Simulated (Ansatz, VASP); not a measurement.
## Ta2C3 in VASP and in Ansatz

File INCAR:

```
PREC = Accurate
ENCUT = 520
EDIFF = 1E-6
ISMEAR = 0
SIGMA = 0.1
LREAL = F
LASPH = T
NELM = 80
ALGO = Normal
ISIF = 2
LWAVE = F
LCHARG = T
GGA = PE
LELF = T
LVHAR = T
NBANDS = 25
```

The input KPOINTS:

```
Automatic mesh
0
Gamma
  6 6 4
```

The input POSCAR:

```
Ta2C3
1.0
    3.4394087595      0.0000000000      0.0000000000
   -1.7197043798      2.9786153597      0.0000000000
    0.0000000000      0.0000000000      5.3511613441
Ta C
2 3
Direct
    0.3333333333      0.6666666667      0.2450000000
    0.6666666667      0.3333333333      0.7550000000
    0.0000000000      0.0000000000      0.0000000000
    0.3333333333      0.6666666667      0.6450000000
    0.6666666667      0.3333333333      0.3550000000
```

Input for Ansatz:

```yaml
crystal:
  lattice:
    - [3.4394087595, 0.0, 0.0]
    - [-1.7197043798, 2.9786153597, 0.0]
    - [0.0, 0.0, 5.3511613441]
  atoms:
    - { symbol: Ta, position: [0.3333333333, 0.6666666667, 0.245] }
    - { symbol: Ta, position: [0.6666666667, 0.3333333333, 0.755] }
    - { symbol: C, position: [0.0, 0.0, 0.0] }
    - { symbol: C, position: [0.3333333333, 0.6666666667, 0.645] }
    - { symbol: C, position: [0.6666666667, 0.3333333333, 0.355] }
basis:
  ecutwfc: 420
kpoints:
  mp_grid: { grid: [6, 6, 4] }
hamiltonian:
  xc: pbe
scf:
  occupations: { method: gaussian, width: 0.1 }
  lower_state_search: "off"
output:
  forces: true
  stress: true
  eigenvalues: true
```

Alike in both runs: task single point; functional PBE; k mesh 6 × 6 × 4; occupations gaussian, width 0.1 eV; no spin polarisation.

|  | VASP | Ansatz |
| --- | --- | --- |
| version | VASP 6.6.1 | Ansatz 0.2.0 |
| potentials or method | VASP PAW PBE potentials, release 64 (Ta_pv, C), cutoff 520 eV | scalar-relativistic, plane waves, PAW |
| valence electrons in the cell | 34 | 38 |

|  | VASP | Ansatz | Ansatz less VASP |
| --- | --- | --- | --- |
| gap on the k mesh at the Fermi level (eV) | none | none | - |
| pressure (GPa) | 14.3 | 13.5 | -0.83 |
| traceless stress, the component that is largest in VASP (GPa) | 8.32 | 8.41 | +0.094 |
| rms of the force components (eV/Å) | 0.403 | 0.389 | -0.0136 |

Atom by atom the forces differ by 0.015 eV/Å (rms over components). A gap of «none» marks a metal or a gap that the smearing closes. VASP's potentials hold 34 valence electrons a cell and Ansatz's 38, so a difference there can come from the potentials and not from the codes.

Spin-orbit coupling is off throughout.
